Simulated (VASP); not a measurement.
# CO (P1) in VASP: single point with PBEsol

Aim: the single point of CO with PBEsol.

Program: VASP 6.6.1. These are calculated values, not measurements. Logs are shortened: lines on timing, memory, paths and dates and some standing lists are left out, and cuts for length are marked.

## 1. The cell of the first run

The typed cell holds 16 atoms: a = 5.953 Å, b = 5.953 Å, c = 11.988 Å, α = 94.75°, β = 85.25°, γ = 90.00°.

## 2. Single point, PBEsol (the part above a cut slid along it)

File INCAR:

```
ALGO = Normal
EDIFF = 1E-7
ENCUT = 520
GGA = PS
ISIF = 2
ISMEAR = 0
LASPH = T
LCHARG = F
LREAL = Auto
LWAVE = F
NBANDS = 54
NELM = 100
PREC = Accurate
SIGMA = 0.05
```

File KPOINTS:

```
k-points
0
Gamma
  4 4 2
```

File POSCAR:

```
CO
1.0
    0.0000000000     -5.9526445718      0.0000000000
    0.0000000000      0.0000000000     -5.9526445718
   11.9052891436     -0.9923058501      0.9923058501
C O
8 8
Direct
    0.0174603503      0.0532422855      0.1073243410
   -0.0658896497      0.1365922855      0.6073243410
    0.8158396497      0.6841603503      0.8926756590
    0.8991896497      0.6008103503      0.3926756590
    0.3217327145      1.1075646497      0.8573243410
    0.4050827145      1.0242146497      0.3573243410
    0.4282172855      0.5717827145      0.6426756590
    0.5115672855      0.4884327145      0.1426756590
    0.8150901695      1.0358862823      0.6622558870
    0.8984401695      0.9525362823      0.1622558870
   -0.0651401695      0.5651401695      0.8377441130
    0.0182098305      0.4817901695      0.3377441130
    0.4224387177      0.2265848305      0.9122558870
    0.5057887177      0.1432348305      0.4122558870
    0.4108612823      0.5891387177      0.0877441130
    0.3275112823      0.6724887177      0.5877441130
```

Potentials or basis: VASP PAW PBE potentials, release 64 (C, O).

Started as:

```sh
cat potpaw_PBE.64/C/POTCAR potpaw_PBE.64/O/POTCAR > POTCAR
mpirun -np 1 vasp_std > vasp.out
```

OUTCAR:

```text
EDIFF = 1E-7
   ENCUT = 520
   GGA = PS
   ISIF = 2
   ISMEAR = 0
   LASPH = T
   LREAL = Auto
   NELM = 100
   PREC = Accurate

 ion  position               nearest neighbor table
   1  0.017  0.053  0.107-  10 1.13
   2  0.934  0.137  0.607-   9 1.13
   3  0.816  0.684  0.893-  11 1.13
   4  0.899  0.601  0.393-  12 1.13
   5  0.322  0.108  0.857-  13 1.13
   6  0.405  0.024  0.357-  14 1.13
[... 8 lines left out ...]
  15  0.411  0.589  0.088-   8 1.13
  16  0.328  0.672  0.588-   7 1.13

  LATTYP: Found a base centered monoclinic cell.
 ALAT       =     8.4183106854
 B/A-ratio  =     1.0000000000
 C/A-ratio  =     1.4240045260
 COS(beta)  =    -0.1170642347

  Lattice vectors:

 A1 = (   0.0000000000,   0.0000000000,  -5.9526445718)
 A2 = (   0.0000000000,   5.9526445718,   0.0000000000)
 A3 = (  11.9052891436,  -0.9923058501,   0.9923058501)

Analysis of symmetry for initial positions (statically):
=====================================================================
 Subroutine PRICEL returns:
 Original cell was already a primitive cell.

 Routine SETGRP: Setting up the symmetry group for a
 base centered monoclinic supercell.

 Subroutine GETGRP returns: Found  1 space group operations
 (whereof  1 operations were pure point group operations)
 out of a pool of  4 trial point group operations.

The static configuration has the point symmetry C_1 .

Analysis of symmetry for dynamics (positions and initial velocities):
=====================================================================
 Subroutine PRICEL returns:
 Original cell was already a primitive cell.

 Routine SETGRP: Setting up the symmetry group for a
 base centered monoclinic supercell.

 Subroutine GETGRP returns: Found  1 space group operations
 (whereof  1 operations were pure point group operations)
 out of a pool of  4 trial point group operations.

The dynamic configuration has the point symmetry C_1 .

 Subroutine INISYM returns: Found  1 space group operations
 (whereof  1 operations are pure point group operations),
 and found     1 'primitive' translations

----------------------------------------------------------------------------------------

                                     Primitive cell

  volume of cell :     421.8517

  direct lattice vectors                    reciprocal lattice vectors
     0.000000000 -5.952644572  0.000000000    -0.014002180 -0.167992560  0.000000000
     0.000000000  0.000000000 -5.952644572     0.014002180  0.000000000 -0.167992560
    11.905289144 -0.992305850  0.992305850     0.083996280  0.000000000  0.000000000

  length of vectors
     5.952644572  5.952644572 11.987712517     0.168575091  0.168575091  0.083996280

  position of ions in fractional coordinates (direct lattice)
     0.017460350  0.053242285  0.107324341
     0.934110350  0.136592286  0.607324341
     0.815839650  0.684160350  0.892675659
     0.899189650  0.600810350  0.392675659
     0.321732715  0.107564650  0.857324341
     0.405082714  0.024214650  0.357324341
[... 8 lines left out ...]
     0.410861282  0.589138718  0.087744113
     0.327511282  0.672488718  0.587744113

  ion indices of the primitive-cell ions
   primitive index   ion index
                 1           1
                 2           2
                 3           3
                 4           4
                 5           5
                 6           6
[... 8 lines left out ...]
                15          15
                16          16

----------------------------------------------------------------------------------------

 KPOINTS: k-points

Automatic generation of k-mesh.
 Grid dimensions read from file:
 generate k-points for:    4    4    2

 Generating k-lattice:

  Cartesian coordinates                     Fractional coordinates (reciprocal lattice)
    -0.003500545 -0.041998140  0.000000000     0.250000000  0.000000000 -0.000000000
     0.003500545  0.000000000 -0.041998140     0.000000000  0.250000000  0.000000000
     0.041998140  0.000000000  0.000000000     0.000000000  0.000000000  0.500000000

  Length of vectors
     0.042143773  0.042143773  0.041998140

  Shift w.r.t. Gamma in fractional coordinates (k-lattice)
     0.000000000  0.000000000  0.000000000

 Subroutine IBZKPT returns following result:
 ===========================================

 Found     20 irreducible k-points:

 Following reciprocal coordinates:
            Coordinates               Weight
  0.000000  0.000000  0.000000      1.000000
  0.250000  0.000000  0.000000      2.000000
  0.000000  0.250000 -0.000000      2.000000
  0.500000  0.000000  0.000000      1.000000
  0.000000  0.500000 -0.000000      1.000000
  0.250000  0.250000  0.000000      2.000000
[... 12 lines left out ...]
 -0.250000  0.250000  0.500000      2.000000
  0.500000  0.500000  0.500000      1.000000
   k-points           NKPTS =     20   k-points in BZ     NKDIM =     20   number of bands    NBANDS=     54
   number of dos      NEDOS =    301   number of ions     NIONS =     16
   total plane-waves  NPLWV = 207360
   dimension x,y,z NGX =    48 NGY =   48 NGZ =   90
   dimension x,y,z NGXF=    96 NGYF=   96 NGZF=  180
   ions per type =               8   8
   NGX,Y,Z   is equivalent  to a cutoff of  13.41, 13.41, 12.48 a.u.
   NGXF,Y,Z  is equivalent  to a cutoff of  26.81, 26.81, 24.96 a.u.
 SYSTEM =  unknown system
   PREC   = accura    normal or accurate (medium, high low for compatibility)
   ISTART =      0    job   : 0-new  1-cont  2-samecut
   ICHARG =      2    charge: 1-file 2-atom 10-const
   ISPIN  =      1    spin polarized calculation?
   LNONCOLLINEAR =      F non collinear calculations
   LSORBIT =      F    spin-orbit coupling
   LASPH  =      T    aspherical Exc in radial PAW
   ENCUT  =  520.0 eV  38.22 Ry    6.18 a.u.  11.07 11.07 22.29*2*pi/ulx,y,z
   NELM   =    100;   NELMIN=  2; NELMDL= -5     # of ELM steps
   EDIFF  = 0.1E-06   stopping-criterion for ELM
   LREAL  =      T    real-space projection
   EDIFFG = 0.1E-05   stopping-criterion for IOM
   NSW    =      0    number of steps for IOM
   IBRION =     -1    ionic relax: 0-MD 1-quasi-New 2-CG
   NFREE  =      0    steps in history (QN), initial steepest desc. (CG)
   ISIF   =      2    stress and relaxation
   ISYM   =      2    0-nonsym 1-usesym 2-fastsym
   POTIM  = 0.5000    time-step for ionic-motion
   TEBEG  =    0.0;   TEEND  =   0.0 temperature during run
   PSTRESS=    0.0 pullay stress
   NELECT =      80.0000    total number of electrons
   NUPDOWN=      -1.0000    fix difference up-down
   EMIN   =  10.00;   EMAX   =-10.00  energy-range for DOS
   EFERMI =   0.00;   METHOD = LEGACY
   ISMEAR =     0;   SIGMA  =   0.05  broadening in eV -4-tet -1-fermi 0-gaus
   EFERMI_NEDOS =   21; number of points for ismear=-14 and -15
   IALGO  =     38    algorithm
   IMIX   =      4    mixing-type and parameters
     AMIX     =   0.40;   BMIX     =  1.00
     AMIX_MAG =   1.60;   BMIX_MAG =  1.00
  volume/ion in A,a.u.               =      26.37       177.92
  Fermi-wavevector in a.u.,A,eV,Ry     =   0.940556  1.777394 12.036346  0.884646
  Thomas-Fermi vector in A             =   2.067980
   LORBIT       =      0    0 simple, 1 ext, 2 COOP (PROOUT), +10 PAW based schemes
   GGA     = PS    functional components
   LHFCALC =     F    Hartree Fock is set to
   AEXX    =    0.0000 exact exchange contribution
   IVDW    =     0    specifies the selected vdW correction
   LEPSILON=     F    determine dielectric tensor
   LRPA    =     F    only Hartree local field effects (RPA)
 non-spin polarized calculation
 Gauss-broadening in eV      SIGMA  =   0.05
  energy-cutoff  :      520.00
  volume of cell :      421.85
 maximum number of plane-waves:     11398
 NGX is ok and might be reduce to    48
   NGX = 23   NGY = 23   NGZ = 45

 number of electron      80.0000008 magnetization

 Free energy of the ion-electron system (eV)
  ---------------------------------------------------
  ext. energy  EPLUGINS =         0.00000000
  ---------------------------------------------------
  free energy    TOTEN  =      -121.42686265 eV

  energy without entropy =     -121.42686265  energy(sigma->0) =     -121.42686265

 E-fermi :  -5.4252     XC(G=0):  -5.8806

 val. band max:       -5.7140717584   @ k =   0.5000   0.0000   0.0000
 cond. band min:       0.3328116715   @ k =   0.2500   0.2500   0.0000
 fundamental gap:      6.0468834299
 Fermi energy:        -5.4252450870

 k-point     1 :       0.0000    0.0000    0.0000
  band No.  band energies     occupation
      1     -26.3784      2.00000
      2     -26.3611      2.00000
      3     -26.3407      2.00000
      4     -26.3281      2.00000
      5     -26.3198      2.00000
      6     -26.3177      2.00000
[... 44 lines left out ...]
     51       1.1895      0.00000
     52       1.2560      0.00000

 k-point     2 :       0.2500    0.0000    0.0000
  band No.  band energies     occupation
      1     -26.3776      2.00000
      2     -26.3605      2.00000
      3     -26.3384      2.00000
      4     -26.3275      2.00000
      5     -26.3230      2.00000
      6     -26.3178      2.00000
[... 44 lines left out ...]
     51       1.1474      0.00000
     52       1.2610      0.00000

 k-point     3 :       0.0000    0.2500   -0.0000
  band No.  band energies     occupation
      1     -26.3774      2.00000
      2     -26.3600      2.00000
      3     -26.3390      2.00000
      4     -26.3299      2.00000
      5     -26.3202      2.00000
      6     -26.3188      2.00000
[... 44 lines left out ...]
     51       1.2067      0.00000
     52       1.2577      0.00000
[... 826 lines left out ...]
 k-point    19 :      -0.2500    0.2500    0.5000
  band No.  band energies     occupation
      1     -26.3769      2.00000
      2     -26.3596      2.00000
      3     -26.3368      2.00000
      4     -26.3291      2.00000
      5     -26.3232      2.00000
      6     -26.3191      2.00000
[... 44 lines left out ...]
     51       1.1284      0.00000
     52       1.2214      0.00000

 k-point    20 :       0.5000    0.5000    0.5000
  band No.  band energies     occupation
      1     -26.3759      2.00000
      2     -26.3583      2.00000
      3     -26.3315      2.00000
      4     -26.3300      2.00000
      5     -26.3243      2.00000
      6     -26.3237      2.00000
[... 44 lines left out ...]
     51       1.2125      0.00000
     52       1.2243      0.00000
 [bands above 52 left out]

------------------------ aborting loop because EDIFF is reached ----------------------------------------

  FORCE on cell =-STRESS in cart. coord.  units (eV):
  Direction    XX          YY          ZZ          XY          YZ          ZX
  --------------------------------------------------------------------------------------
  -------------------------------------------------------------------------------------
  Total        3.2989348      2.9644526      3.0471720      0.1568310      0.1102608     -0.1731205
  in kB       12.5292324     11.2588813     11.5730466      0.5956382      0.4187666     -0.6575053
  external PRESSURE =      11.7870535 kB  Pullay stress =       0.0000000 kB

 VOLUME and BASIS-vectors are now :
 -----------------------------------------------------------------------------
  energy-cutoff  :      520.00
  volume of cell :      421.85
      direct lattice vectors                 reciprocal lattice vectors
     0.000000000 -5.952644572  0.000000000    -0.014002180 -0.167992560  0.000000000
     0.000000000  0.000000000 -5.952644572     0.014002180  0.000000000 -0.167992560
    11.905289144 -0.992305850  0.992305850     0.083996280  0.000000000  0.000000000

 POSITION                                       TOTAL-FORCE (eV/Angst)
 -----------------------------------------------------------------------------------
      1.27773     -0.21043     -0.21043        -0.566947     -0.564966     -0.598855
      7.23037     -6.16308     -0.21043        -0.600442     -0.603400     -0.606838
     10.62756     -5.74221     -3.18676         0.558544      0.576756     -0.630850
      4.67492     -5.74221     -3.18676         0.600029      0.601102     -0.598277
     10.20669     -2.76589      0.21043        -0.580543      0.588118      0.589278
      4.25405     -2.76589      0.21043        -0.593924      0.600040      0.596052
[... 8 lines left out ...]
      1.04462     -2.53278     -3.41986        -0.463290      0.586082     -0.609681
      6.99726     -2.53278     -3.41986        -0.596310      0.601144     -0.596579
 -----------------------------------------------------------------------------------
    total drift:                               -0.004486     -0.026874     -0.026143

  FREE ENERGIE OF THE ION-ELECTRON SYSTEM (eV)
  ---------------------------------------------------
  free  energy   TOTEN  =      -121.4268626473 eV

  energy  without entropy=     -121.4268626473  energy(sigma->0) =     -121.42686265
```

Wall time 18 min (1 thread of AMD EPYC 7R13, shared host); peak memory 0.63 GiB.

Results:

| Item | Value |
| --- | --- |
| Free energy | -121.4269 eV |
| Pressure | 1.2 GPa |
| Largest force | 1.057 eV/Å |
| Band gap on the k mesh | 6.05 eV |

Forces in eV/Å, atoms in the order of the input:
```
C   -0.567 -0.565 -0.599
C   -0.600 -0.603 -0.607
C    0.559  0.577 -0.631
C    0.600  0.601 -0.598
C   -0.581  0.588  0.589
C   -0.594  0.600  0.596
C    0.592 -0.602  0.603
C    0.587 -0.561  0.548
O    0.600  0.596  0.601
O    0.615  0.588  0.600
O   -0.610 -0.598  0.623
O   -0.600 -0.594  0.598
O    0.459 -0.615 -0.521
O    0.599 -0.600 -0.596
O   -0.463  0.586 -0.610
O   -0.596  0.601 -0.597
```

Levels at points of the mesh, in eV from the valence-band top:
```tsv
k point	band 38	band 39	band 40	band 41	band 42	band 43
(0.00, 0.00, 0.00)	-0.08	-0.07	-0.01	6.12	6.19	6.21
(0.50, 0.00, 0.00)	-0.17	-0.06	0.00	6.05	6.16	6.29
(0.00, 0.50, 0.00)	-0.20	-0.05	-0.02	6.07	6.18	6.24
(0.50, 0.50, 0.00)	-0.26	-0.21	-0.04	6.17	6.31	6.45
(0.00, 0.00, 0.50)	-0.08	-0.06	-0.01	6.06	6.11	6.28
(0.50, 0.00, 0.50)	-0.13	-0.09	-0.02	6.08	6.19	6.22
(0.00, 0.50, 0.50)	-0.12	-0.08	-0.05	6.11	6.17	6.21
(0.50, 0.50, 0.50)	-0.24	-0.22	-0.04	6.21	6.33	6.37
```

Caveat: the cell differs from its parent crystal (the part above a cut slid along it); this functional lacks dispersion, which holds the molecules together, so the pressure and a relaxed volume are unreliable; the PAW data sets were made with another functional, which shifts forces and pressure a little. A k mesh can miss the band edges.
